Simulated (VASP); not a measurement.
A run of VASP 6.6.1 is set up as follows.

Contents of INCAR:

```
  PREC = Accurate
  ENCUT = 520
  EDIFF = 1E-6
  ISMEAR = 0
  SIGMA = 0.1
  LREAL = F
  LASPH = T
  NELM = 80
  ALGO = Normal
  ISIF = 2
  LWAVE = F
  LCHARG = T
  GGA = PS
  LELF = T
  LVHAR = T
  NBANDS = 19
```

Contents of KPOINTS:

```
Automatic mesh
0
Gamma
  12 12 8
```

File POSCAR:

```
HgTe2
1.0
    3.7311554228     -2.1543623856      0.0013129061
    3.7311554228      2.1543623856      0.0013129061
   -0.0017965680      0.0000000000      5.2263945910
Te Hg
2 1
Direct
    0.6666417400      0.6666417400      0.6928351962
    0.3333582600      0.3333582600      0.3071648038
    0.0000000000      0.0000000000      0.0000000000
```

Potentials or basis: VASP PAW PBE potentials, release 64 (Te, Hg).

Run with:

```console
$ cat potpaw_PBE.64/Te/POTCAR potpaw_PBE.64/Hg/POTCAR > POTCAR
$ mpirun -np 1 vasp_std > vasp.out
```

Task: What does it give for the largest force?

Result: 0.019 eV/Å.

Task: Estimate the band gap on the k mesh.

Result: Zero (bands 12 and 13 overlap by 3.08 eV).

Task: Predict the pressure.

Result: 0.1 GPa.

Stress tensor (GPa, compression positive):
```
0.11 0.00 0.00
0.00 0.10 0.00
0.00 0.00 0.20
```

Caveat: the PAW data sets were made with another functional, which shifts forces and pressure a little; spin-orbit coupling is left out, which moves the levels of the heavy elements.
